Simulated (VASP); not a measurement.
# AlFe (Pm-3m) in VASP: a series of runs, part 2 of 2

VASP 6.6.1. Earlier steps stand in the parts before.

## Step 3: Single point, HSE06, collinear spin, ferromagnetic start

This run uses another cell than the first one, of 12.32 Å³/atom, 1.064 times its volume.

POSCAR reads:

```
AlFe
1.0
    2.9100000000      0.0000000000      0.0000000000
    0.0000000000      2.9100000000      0.0000000000
    0.0000000000      0.0000000000      2.9100000000
Fe Al
1 1
Direct
    0.5000000000      0.5000000000      0.5000000000
    0.0000000000      0.0000000000      0.0000000000
```

INCAR.step1 reads:

```
PREC     = Accurate       # precision mode
ENCUT    = 520            # plane-wave cutoff, eV
EDIFF    = 1E-5           # SCF threshold, eV
ISMEAR   = -1             # smearing method
SIGMA    = 0.05           # smearing width, eV
LREAL    = False          # projectors in reciprocal space
LASPH    = True           # aspherical terms in the spheres
NELM     = 150            # most SCF steps
ALGO     = Normal         # electronic algorithm
ISIF     = 2              # what is computed and relaxed
LWAVE    = True           # write WAVECAR
LCHARG   = False          # write CHGCAR
ISPIN    = 2              # spin polarisation
MAGMOM   = 3 0            # initial moments
LORBIT   = 11             # projections on sites
LMAXMIX  = 4              # l up to which the mixer works
GGA      = PE             # functional
NBANDS   = 16             # bands
```

INCAR.step2 reads:

```
PREC     = Accurate       # precision mode
ENCUT    = 520            # plane-wave cutoff, eV
EDIFF    = 1E-6           # SCF threshold, eV
ISMEAR   = -1             # smearing method
SIGMA    = 0.05           # smearing width, eV
LREAL    = False          # projectors in reciprocal space
LASPH    = True           # aspherical terms in the spheres
NELM     = 150            # most SCF steps
ALGO     = Normal         # electronic algorithm
ISIF     = 2              # what is computed and relaxed
LWAVE    = False          # write WAVECAR
LCHARG   = False          # write CHGCAR
ISPIN    = 2              # spin polarisation
MAGMOM   = 3 0            # initial moments
LORBIT   = 11             # projections on sites
LMAXMIX  = 4              # l up to which the mixer works
GGA      = PE             # functional
LHFCALC  = True           # exact exchange
HFSCREEN = 0.2079         # screening, 1/A
PRECFOCK = Normal       
ISTART   = 1            
NBANDS   = 16             # bands
```

KPOINTS reads:

```
regular mesh
0
Gamma
  5 5 5
```

Potentials or basis: VASP PAW PBE potentials, release 64 (Fe, Al).

Run with:

```
cat potpaw_PBE.64/Fe/POTCAR potpaw_PBE.64/Al/POTCAR > POTCAR
cp INCAR.step1 INCAR
mpirun -np 1 vasp_std > vasp.out
cp INCAR.step2 INCAR
mpirun -np 1 vasp_std > vasp.out
```

OUTCAR:

```text
PREC = Accurate
   ENCUT = 520
   EDIFF = 1E-6
   ISMEAR = -1
   LREAL = False
   LASPH = True
   NELM = 150
   ISIF = 2
   ISPIN = 2
   LORBIT = 11
   GGA = PE
   LHFCALC = True
   HFSCREEN = 0.2079
   PRECFOCK = Normal
   ISTART = 1

 ion  position               nearest neighbor table
   1  0.500  0.500  0.500-   2 2.52   2 2.52   2 2.52   2 2.52   2 2.52   2 2.52   2 2.52   2 2.52

   2  0.000  0.000  0.000-   1 2.52   1 2.52   1 2.52   1 2.52   1 2.52   1 2.52   1 2.52   1 2.52

[... 590 lines left out ...]
  external PRESSURE =    -114.9853815 kB  Pullay stress =       0.0000000 kB

 VOLUME and BASIS-vectors are now :
 -----------------------------------------------------------------------------
  energy-cutoff  :      520.00
  volume of cell :       24.64
      direct lattice vectors                 reciprocal lattice vectors
     2.910000000  0.000000000  0.000000000     0.343642612  0.000000000  0.000000000
     0.000000000  2.910000000  0.000000000     0.000000000  0.343642612  0.000000000
     0.000000000  0.000000000  2.910000000     0.000000000  0.000000000  0.343642612

 POSITION                                       TOTAL-FORCE (eV/Angst)
 -----------------------------------------------------------------------------------
      1.45500      1.45500      1.45500         0.000000      0.000000      0.000000
      0.00000      0.00000      0.00000         0.000000      0.000000      0.000000
 -----------------------------------------------------------------------------------
    total drift:                                0.000181     -0.000050      0.000135

  FREE ENERGIE OF THE ION-ELECTRON SYSTEM (eV)
  ---------------------------------------------------
  free  energy   TOTEN  =       -15.0271208063 eV

  energy  without entropy=      -15.0179272815  energy(sigma->0) =      -15.02252404

 total charge

# of ion       s       p       d       tot
------------------------------------------
    1        0.414   0.476   6.525   7.414
    2        0.452   0.430   0.000   0.882
--------------------------------------------------
tot          0.865   0.906   6.525   8.296

 magnetization (x)

# of ion       s       p       d       tot
------------------------------------------
    1       -0.015  -0.002   1.121   1.105
    2       -0.022  -0.056   0.000  -0.078
--------------------------------------------------
tot         -0.037  -0.058   1.121   1.026
```

OUTCAR.step1:

```text
PREC = Accurate
   ENCUT = 520
   EDIFF = 1E-5
   ISMEAR = -1
   LREAL = False
   LASPH = True
   NELM = 150
   ISIF = 2
[... 612 lines left out ...]

  energy  without entropy=      -12.6008217169  energy(sigma->0) =      -12.61186698

 total charge

# of ion       s       p       d       tot
------------------------------------------
    1        0.414   0.472   6.458   7.344
    2        0.396   0.422   0.000   0.818
--------------------------------------------------
tot          0.810   0.895   6.458   8.162

 magnetization (x)

# of ion       s       p       d       tot
------------------------------------------
    1       -0.000   0.009   0.925   0.934
    2       -0.010  -0.023   0.000  -0.033
--------------------------------------------------
tot         -0.010  -0.014   0.925   0.900
```

OSZICAR.step1:

```text
N       E                     dE             d eps       ncg     rms          rms(c)
DAV:   1     0.328147064957E+02    0.32815E+02   -0.44041E+03   640   0.698E+02
DAV:   2    -0.125523312656E+02   -0.45367E+02   -0.40284E+02   752   0.144E+02
DAV:   3    -0.140753430633E+02   -0.15230E+01   -0.15057E+01   784   0.276E+01
DAV:   4    -0.140957524191E+02   -0.20409E-01   -0.20403E-01   808   0.284E+00
DAV:   5    -0.140964438795E+02   -0.69146E-03   -0.69145E-03   856   0.590E-01    0.142E+01
DAV:   6    -0.160037402384E+02   -0.19073E+01   -0.45105E+01   776   0.716E+01    0.176E+01
DAV:   7    -0.126556648121E+02    0.33481E+01   -0.24915E+01   760   0.462E+01    0.292E+00
DAV:   8    -0.126369326671E+02    0.18732E-01   -0.14379E-01   840   0.270E+00    0.153E+00
DAV:   9    -0.126262613718E+02    0.10671E-01   -0.13914E-02   888   0.117E+00    0.104E+00
DAV:  10    -0.126228761692E+02    0.33852E-02   -0.24802E-03   792   0.429E-01    0.198E-01
DAV:  11    -0.126229186116E+02   -0.42442E-04   -0.18053E-04   816   0.125E-01    0.954E-02
DAV:  12    -0.126229122398E+02    0.63718E-05   -0.52003E-06   608   0.196E-02
   1 F= -.12622912E+02 E0= -.12611867E+02  d E =-.220905E-01  mag=     0.8732
```

Run time: 13 min. Hardware: 1 thread of Intel Xeon Platinum 8559C (Emerald Rapids), shared host; peak memory 0.26 GiB.

Results:

* Free energy: -15.0271 eV
* Pressure: -11.5 GPa
* Net moment: 0.89 μB per cell
* Site moments: Fe +1.10; Al -0.08 μB
* Valence electrons inside the program's atomic spheres: Fe 7.41; Al 0.88

Levels at points of the mesh, in eV from the Fermi level:
Spin up:
| k point | band 2 | band 3 | band 4 | band 5 | band 6 | band 7 | band 8 | band 9 | band 10 | band 11 |
| --- | --- | --- | --- | --- | --- | --- | --- | --- | --- | --- |
| (0.00, 0.00, 0.00) | -3.60 | -3.60 | -2.11 | -2.11 | -2.11 | 6.80 | 6.80 | 6.80 | 10.02 | 10.02 |
Spin down:
| k point | band 3 | band 4 | band 5 | band 6 | band 7 | band 8 |
| --- | --- | --- | --- | --- | --- | --- |
| (0.00, 0.00, 0.00) | -2.14 | 0.35 | 0.35 | 0.35 | 6.52 | 6.52 |

Caveat: the k points lie up to 0.43 Å⁻¹ apart; the PAW data sets were made with another functional, which shifts forces and pressure a little.

## Step 4: Single point, r2SCAN, collinear spin, ferromagnetic start

This run uses another cell than the first one, of 12.32 Å³/atom, 1.064 times its volume.

POSCAR is that of step 3.

INCAR.step1 reads:

```
SYSTEM = AlFe
PREC = Accurate ; ENCUT = 520
ISMEAR = 1 ; SIGMA = 0.1
LREAL = .FALSE. ; LASPH = .TRUE.
NELM = 150 ; ISPIN = 2
MAGMOM = 3 0 ; LMAXMIX = 4
NBANDS = 16 ; GGA = PE
ALGO = Normal ; EDIFF = 1E-4
LWAVE = .TRUE. ; LCHARG = .FALSE.
```

INCAR.step2 reads:

```
SYSTEM = AlFe
PREC = Accurate ; ENCUT = 520
EDIFF = 1E-6 ; ISMEAR = 1
SIGMA = 0.1 ; LREAL = .FALSE.
LASPH = .TRUE. ; NELM = 150
ALGO = Normal ; ISIF = 2
LWAVE = .FALSE. ; LCHARG = .TRUE.
ISPIN = 2 ; MAGMOM = 3 0
LORBIT = 11 ; LMAXMIX = 4
METAGGA = R2SCAN ; LMIXTAU = .TRUE.
LELF = .TRUE. ; LVHAR = .TRUE.
NBANDS = 16 ; ISTART = 1
```

KPOINTS reads:

```
regular mesh
0
G
  8 8 8
  0 0 0
```

Run with:

```
cat potpaw_PBE.64/Fe/POTCAR potpaw_PBE.64/Al/POTCAR > POTCAR
cp INCAR.step1 INCAR
mpirun -np 1 vasp_std > vasp.out
cp INCAR.step2 INCAR
mpirun -np 1 vasp_std > vasp.out
```

It took 94 s on 1 thread of AMD EPYC 9R45 (Zen 5), shared host; peak memory 0.13 GiB.

It converged, with:

* Free energy: -21.3069 eV
* Pressure: -10.9 GPa
* Net moment: 0.75 μB per cell
* Site moments: Fe +0.86; Al -0.04 μB
* Valence electrons inside the program's atomic spheres: Fe 7.36; Al 0.82

Levels at points of the mesh, in eV from the Fermi level:
Spin up:
| k point | band 4 | band 5 | band 6 | band 7 | band 8 | band 9 |
| --- | --- | --- | --- | --- | --- | --- |
| (0.00, 0.00, 0.00) | -0.83 | -0.83 | -0.83 | 6.44 | 6.44 | 6.44 |
| (0.50, 0.00, 0.00) | -1.72 | -1.72 | -0.72 | 0.70 | 8.93 | 11.22 |
| (0.50, 0.50, 0.00) | -2.35 | -1.51 | -1.51 | 0.26 | 3.06 | 3.76 |
| (0.50, 0.50, 0.50) | 0.30 | 0.30 | 2.84 | 2.84 | 2.84 | 4.58 |
Spin down:
```csv
k point,band 2,band 3,band 4,band 5,band 6,band 7,band 8,band 9
"(0.00, 0.00, 0.00)",-2.06,-2.06,0.45,0.45,0.45,6.40,6.40,6.40
"(0.50, 0.00, 0.00)",-6.34,-1.31,-0.62,-0.62,0.58,1.53,8.71,11.31
"(0.50, 0.50, 0.00)",-2.50,-2.50,-2.24,-0.35,-0.35,1.16,3.60,4.55
"(0.50, 0.50, 0.50)",-3.37,-3.37,1.20,1.20,2.87,2.87,2.87,4.39
```

Caveat: the PAW data sets were made with another functional, which shifts forces and pressure a little.

## Step 5: Summary

```tsv
level	cell	k mesh	smearing	grid for exact exchange (PRECFOCK)	screening parameter	gap on the mesh (eV)	pressure (GPa)	moment (μB)
r2SCAN	a = 2.851 Å, 2 atoms	9 × 9 × 9	fermi-dirac 0.05 eV	-	-	none	-0.4	0.73
HSE06	a = 2.910 Å, 2 atoms	5 × 5 × 5	fermi-dirac 0.05 eV	Normal	0.2079 1/Å	none	-11.5	0.89
r2SCAN	a = 2.910 Å, 2 atoms	8 × 8 × 8	methfessel-paxton 0.1 eV	-	-	none	-10.9	0.75
```

Alike in all rows: task single point; potentials or basis VASP PAW PBE potentials, release 64 (Fe, Al); spin collinear, ferromagnetic start; cutoff (eV) 520.

Caveats: some runs use coarse meshes; the PAW data sets were made with another functional, which shifts forces and pressure a little.

Total energies depend on the potentials used, so only differences within one code and one set of settings carry meaning.
